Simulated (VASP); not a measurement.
# TiH2 (I4/mmm) in VASP: single point with PBEsol

Aim: the single point of TiH2 with PBEsol.

All numbers are computed with VASP 6.6.1; they aren't measurements. Logs are shortened: lines on timing, memory, paths and dates and some standing lists are left out, and cuts for length are marked.

### 1 The cell of the first run

Symmetry: I4/mmm, No. 139, tetragonal system. The conventional cell has a = 3.277 Å, b = 3.277 Å, c = 4.172 Å, α = 90.00°, β = 90.00°, γ = 90.00°. Within 2.6 Å of Ti (site symmetry 4/mmm) lie 8 H at 1.94 Å. H (site symmetry -4m2) has 4 Ti at 1.94 Å and 6 H at 2.09 to 2.32 Å within 2.6 Å.

### 2 Single point, PBEsol (Hf replaced by Ti, lengths x 0.962, strained)

The input, INCAR:

```
  ALGO = Normal
  EDIFF = 1E-6
  ENCUT = 520
  GGA = PS
  ISIF = 2
  ISMEAR = 0
  LASPH = True
  LCHARG = False
  LREAL = False
  LWAVE = False
  NBANDS = 14
  NELM = 80
  PREC = Accurate
  SIGMA = 0.1
```

The input, KPOINTS:

```
k-points
0
Gamma
  18 18 18
```

The input, POSCAR:

```
TiH2
1.0
   -1.6385157372      1.6385157372      2.0859700808
    1.6385157372     -1.6385157372      2.0859700808
    1.6385157372      1.6385157372     -2.0859700808
Ti H
1 2
Direct
    0.0000000000      0.0000000000      0.0000000000
    0.7500000000      0.2500000000      0.5000000000
    0.2500000000      0.7500000000      0.5000000000
```

Potentials or basis: VASP PAW PBE potentials, release 64 (Ti_sv, H).

Started as:

```
> cat potpaw_PBE.64/Ti_sv/POTCAR potpaw_PBE.64/H/POTCAR > POTCAR
> mpirun -np 1 vasp_std > vasp.out
```

OUTCAR:

```text
EDIFF = 1E-6
   ENCUT = 520
   GGA = PS
   ISIF = 2
   ISMEAR = 0
   LASPH = True
   LREAL = False
   NELM = 80
   PREC = Accurate

 ion  position               nearest neighbor table
   1  0.000  0.000  0.000-
   2  0.750  0.250  0.500-
   3  0.250  0.750  0.500-

  LATTYP: Found a body centered tetragonal cell.
 ALAT       =     3.2770314744
 C/A-ratio  =     1.2730851669

  Lattice vectors:

 A1 = (  -1.6385157372,   1.6385157372,   2.0859700808)
 A2 = (   1.6385157372,  -1.6385157372,   2.0859700808)
 A3 = (   1.6385157372,   1.6385157372,  -2.0859700808)

Analysis of symmetry for initial positions (statically):
=====================================================================
 Subroutine PRICEL returns:
 Original cell was already a primitive cell.

 Routine SETGRP: Setting up the symmetry group for a
 body centered tetragonal supercell.

 Subroutine GETGRP returns: Found 16 space group operations
 (whereof 16 operations were pure point group operations)
 out of a pool of 16 trial point group operations.

The static configuration has the point symmetry D_4h.

Analysis of symmetry for dynamics (positions and initial velocities):
=====================================================================
 Subroutine PRICEL returns:
 Original cell was already a primitive cell.

 Routine SETGRP: Setting up the symmetry group for a
 body centered tetragonal supercell.

 Subroutine GETGRP returns: Found 16 space group operations
 (whereof 16 operations were pure point group operations)
 out of a pool of 16 trial point group operations.

The dynamic configuration has the point symmetry D_4h.

 Subroutine INISYM returns: Found 16 space group operations
 (whereof 16 operations are pure point group operations),
 and found     1 'primitive' translations

----------------------------------------------------------------------------------------

                                     Primitive cell

  volume of cell :      22.4011

  direct lattice vectors                    reciprocal lattice vectors
    -1.638515737  1.638515737  2.085970081     0.000000000  0.305154225  0.239696631
     1.638515737 -1.638515737  2.085970081     0.305154225  0.000000000  0.239696631
     1.638515737  1.638515737 -2.085970081     0.305154225  0.305154225  0.000000000

  length of vectors
     3.117809940  3.117809940  3.117809940     0.388038111  0.388038111  0.431553244

  position of ions in fractional coordinates (direct lattice)
     0.000000000  0.000000000  0.000000000
     0.750000000  0.250000000  0.500000000
     0.250000000  0.750000000  0.500000000

  ion indices of the primitive-cell ions
   primitive index   ion index
                 1           1
                 2           2
                 3           3

----------------------------------------------------------------------------------------

 KPOINTS: k-points

Automatic generation of k-mesh.
 Grid dimensions read from file:
 generate k-points for:   18   18   18

 Generating k-lattice:

  Cartesian coordinates                     Fractional coordinates (reciprocal lattice)
     0.000000000  0.016953013  0.013316479     0.055555556  0.000000000  0.000000000
     0.016953013  0.000000000  0.013316479     0.000000000  0.055555556  0.000000000
     0.016953013  0.016953013  0.000000000     0.000000000  0.000000000  0.055555556

  Length of vectors
     0.021557673  0.021557673  0.023975180

  Shift w.r.t. Gamma in fractional coordinates (k-lattice)
     0.000000000  0.000000000  0.000000000

 Subroutine IBZKPT returns following result:
 ===========================================

 Found    480 irreducible k-points:

 Following reciprocal coordinates:
            Coordinates               Weight
  0.000000  0.000000  0.000000      1.000000
  0.055556  0.000000 -0.000000      8.000000
  0.111111  0.000000 -0.000000      8.000000
  0.166667  0.000000  0.000000      8.000000
  0.222222  0.000000  0.000000      8.000000
  0.277778  0.000000 -0.000000      8.000000
[... 16 lines left out ...]
 -0.277778  0.055556  0.000000     16.000000
 -0.222222  0.055556  0.000000     16.000000
 [... further k-points ...]
   k-points           NKPTS =    480   k-points in BZ     NKDIM =    480   number of bands    NBANDS=     14
   number of dos      NEDOS =    301   number of ions     NIONS =      3
   total plane-waves  NPLWV =  13824
   dimension x,y,z NGX =    24 NGY =   24 NGZ =   24
   dimension x,y,z NGXF=    48 NGYF=   48 NGZF=   48
   ions per type =               1   2
   NGX,Y,Z   is equivalent  to a cutoff of  12.80, 12.80, 12.80 a.u.
   NGXF,Y,Z  is equivalent  to a cutoff of  25.59, 25.59, 25.59 a.u.
 SYSTEM =  unknown system
   PREC   = accura    normal or accurate (medium, high low for compatibility)
   ISTART =      0    job   : 0-new  1-cont  2-samecut
   ICHARG =      2    charge: 1-file 2-atom 10-const
   ISPIN  =      1    spin polarized calculation?
   LNONCOLLINEAR =      F non collinear calculations
   LSORBIT =      F    spin-orbit coupling
   LASPH  =      T    aspherical Exc in radial PAW
   ENCUT  =  520.0 eV  38.22 Ry    6.18 a.u.   5.80  5.80  5.80*2*pi/ulx,y,z
   NELM   =     80;   NELMIN=  2; NELMDL= -5     # of ELM steps
   EDIFF  = 0.1E-05   stopping-criterion for ELM
   LREAL  =      F    real-space projection
   EDIFFG = 0.1E-04   stopping-criterion for IOM
   NSW    =      0    number of steps for IOM
   IBRION =     -1    ionic relax: 0-MD 1-quasi-New 2-CG
   NFREE  =      0    steps in history (QN), initial steepest desc. (CG)
   ISIF   =      2    stress and relaxation
   ISYM   =      2    0-nonsym 1-usesym 2-fastsym
   POTIM  = 0.5000    time-step for ionic-motion
   TEBEG  =    0.0;   TEEND  =   0.0 temperature during run
   PSTRESS=    0.0 pullay stress
   NELECT =      14.0000    total number of electrons
   NUPDOWN=      -1.0000    fix difference up-down
   EMIN   =  10.00;   EMAX   =-10.00  energy-range for DOS
   EFERMI =   0.00;   METHOD = LEGACY
   ISMEAR =     0;   SIGMA  =   0.10  broadening in eV -4-tet -1-fermi 0-gaus
   EFERMI_NEDOS =   21; number of points for ismear=-14 and -15
   IALGO  =     38    algorithm
   IMIX   =      4    mixing-type and parameters
     AMIX     =   0.40;   BMIX     =  1.00
     AMIX_MAG =   1.60;   BMIX_MAG =  1.00
  volume/ion in A,a.u.               =       7.47        50.39
  Fermi-wavevector in a.u.,A,eV,Ry     =   1.399677  2.645005 26.655105  1.959095
  Thomas-Fermi vector in A             =   2.522713
   LORBIT       =      0    0 simple, 1 ext, 2 COOP (PROOUT), +10 PAW based schemes
   GGA     = PS    functional components
   LHFCALC =     F    Hartree Fock is set to
   AEXX    =    0.0000 exact exchange contribution
   IVDW    =     0    specifies the selected vdW correction
   LEPSILON=     F    determine dielectric tensor
   LRPA    =     F    only Hartree local field effects (RPA)
 non-spin polarized calculation
 Gauss-broadening in eV      SIGMA  =   0.10
  energy-cutoff  :      520.00
  volume of cell :       22.40
 maximum number of plane-waves:       620
   NGX = 11   NGY = 11   NGZ = 11

 number of electron      14.0000002 magnetization

 Free energy of the ion-electron system (eV)
  ---------------------------------------------------
  ext. energy  EPLUGINS =         0.00000000
  ---------------------------------------------------
  free energy    TOTEN  =       -16.59508729 eV

  energy without entropy =      -16.59049656  energy(sigma->0) =      -16.59279192

 E-fermi :   7.3157     XC(G=0): -11.5585

 val. band max:        7.3078818370   @ k =  -0.0556  -0.1667   0.0556
 cond. band min:       7.3196377723   @ k =  -0.1667   0.5000   0.1111
 fundamental gap:      0.0117559353
 Fermi energy:         7.3156817728

 k-point     1 :       0.0000    0.0000    0.0000
  band No.  band energies     occupation
      1     -49.7336      2.00000
      2     -25.9312      2.00000
      3     -25.9312      2.00000
      4     -25.9098      2.00000
      5      -3.0150      2.00000
      6       6.9377      2.00000
      7       6.9377      2.00000
      8       7.4057      0.20291
      9       8.0961      0.00000
     10       8.3714      0.00000
     11       9.0231      0.00000
     12      21.2820      0.00000
     13      22.3146      0.00000
     14      22.3146      0.00000

 k-point     2 :       0.0556    0.0000   -0.0000
  band No.  band energies     occupation
      1     -49.7321      2.00000
      2     -25.9392      2.00000
      3     -25.9332      2.00000
      4     -25.9136      2.00000
      5      -2.9404      2.00000
      6       6.4622      2.00000
      7       6.9656      2.00000
      8       7.2832      1.35377
      9       8.3608      0.00000
     10       8.7694      0.00000
     11       8.9994      0.00000
     12      20.5189      0.00000
     13      22.3456      0.00000
     14      22.6253      0.00000

 k-point     3 :       0.1111    0.0000   -0.0000
  band No.  band energies     occupation
      1     -49.7277      2.00000
      2     -25.9680      2.00000
      3     -25.9392      2.00000
      4     -25.9187      2.00000
      5      -2.7207      2.00000
      6       5.6210      2.00000
      7       7.0353      1.99993
      8       7.3449      0.67970
      9       8.3462      0.00000
     10       8.9355      0.00000
     11       9.7583      0.00000
     12      19.3446      0.00000
     13      22.2910      0.00000
     14      22.4181      0.00000
[... 324 lines left out ...]
 k-point    23 :      -0.2778    0.0556    0.0000
  band No.  band energies     occupation
      1     -49.7063      2.00000
      2     -26.1141      2.00000
      3     -25.9677      2.00000
      4     -25.9354      2.00000
      5      -1.5290      2.00000
      6       3.6782      2.00000
      7       7.1024      1.99744
      8       7.6491      0.00000
      9       8.5073      0.00000
     10       8.9601      0.00000
     11      12.0003      0.00000
     12      16.4354      0.00000
     13      19.4232      0.00000
     14      21.3801      0.00000

 k-point    24 :      -0.2222    0.0556    0.0000
  band No.  band energies     occupation
      1     -49.7149      2.00000
      2     -26.0548      2.00000
      3     -25.9556      2.00000
      4     -25.9305      2.00000
      5      -2.0364      2.00000
      6       4.2909      2.00000
      7       7.1656      1.96616
      8       7.5925      0.00009
      9       8.3030      0.00000
     10       8.9062      0.00000
     11      11.3483      0.00000
     12      17.4445      0.00000
     13      20.1907      0.00000
     14      21.7830      0.00000

 [... further k-points ...]

------------------------ aborting loop because EDIFF is reached ----------------------------------------

  FORCE on cell =-STRESS in cart. coord.  units (eV):
  Direction    XX          YY          ZZ          XY          YZ          ZX
  --------------------------------------------------------------------------------------
  -------------------------------------------------------------------------------------
  Total       -1.4637264     -1.4637264     -1.0756664      0.0000000      0.0000000      0.0000000
  in kB     -104.6890349   -104.6890349    -76.9341000      0.0000000      0.0000000      0.0000000
  external PRESSURE =     -95.4373899 kB  Pullay stress =       0.0000000 kB

 VOLUME and BASIS-vectors are now :
 -----------------------------------------------------------------------------
  energy-cutoff  :      520.00
  volume of cell :       22.40
      direct lattice vectors                 reciprocal lattice vectors
    -1.638515737  1.638515737  2.085970081     0.000000000  0.305154225  0.239696631
     1.638515737 -1.638515737  2.085970081     0.305154225  0.000000000  0.239696631
     1.638515737  1.638515737 -2.085970081     0.305154225  0.305154225  0.000000000

 POSITION                                       TOTAL-FORCE (eV/Angst)
 -----------------------------------------------------------------------------------
      0.00000      0.00000      0.00000        -0.000000     -0.000000      0.000000
      0.00000      1.63852      1.04299         0.000000     -0.000000     -0.000000
      1.63852      0.00000      1.04299        -0.000000      0.000000      0.000000
 -----------------------------------------------------------------------------------
    total drift:                                0.000000      0.000000      0.000000

  FREE ENERGIE OF THE ION-ELECTRON SYSTEM (eV)
  ---------------------------------------------------
  free  energy   TOTEN  =       -16.5950872885 eV

  energy  without entropy=      -16.5904965580  energy(sigma->0) =      -16.59279192
```

Run time: 2.6 min. Hardware: 1 thread of AMD EPYC 7R13, shared host; peak memory 0.23 GiB.

Results:

| Item | Value |
| --- | --- |
| Free energy | -16.5951 eV |
| Pressure | -9.5 GPa |
| Band gap on the k mesh | zero (bands 7 and 8 overlap by 0.62 eV) |

Levels at points of the mesh, in eV from the Fermi level:
| k point | band 3 | band 4 | band 5 | band 6 | band 7 | band 8 | band 9 | band 10 | band 11 | band 12 |
| --- | --- | --- | --- | --- | --- | --- | --- | --- | --- | --- |
| (0.00, 0.00, 0.00) | -33.25 | -33.23 | -10.33 | -0.38 | -0.38 | 0.09 | 0.78 | 1.06 | 1.71 | 13.97 |
| (0.50, 0.00, 0.00) | -33.31 | -33.26 | -7.08 | -5.06 | -0.51 | 0.26 | 2.00 | 2.37 | 4.57 | 6.73 |
| (0.50, 0.50, 0.00) | -33.36 | -33.32 | -5.57 | -5.33 | -2.95 | 2.01 | 2.22 | 2.53 | 6.31 | 7.57 |
| (0.50, 0.50, 0.50) | -33.40 | -33.40 | -6.29 | -4.13 | -2.80 | 2.29 | 2.33 | 2.33 | 6.46 | 6.46 |

Caveat: the cell differs from its parent crystal (Hf replaced by Ti, lengths x 0.962, strained); the cell stands under tension; the PAW data sets were made with another functional, which shifts forces and pressure a little.
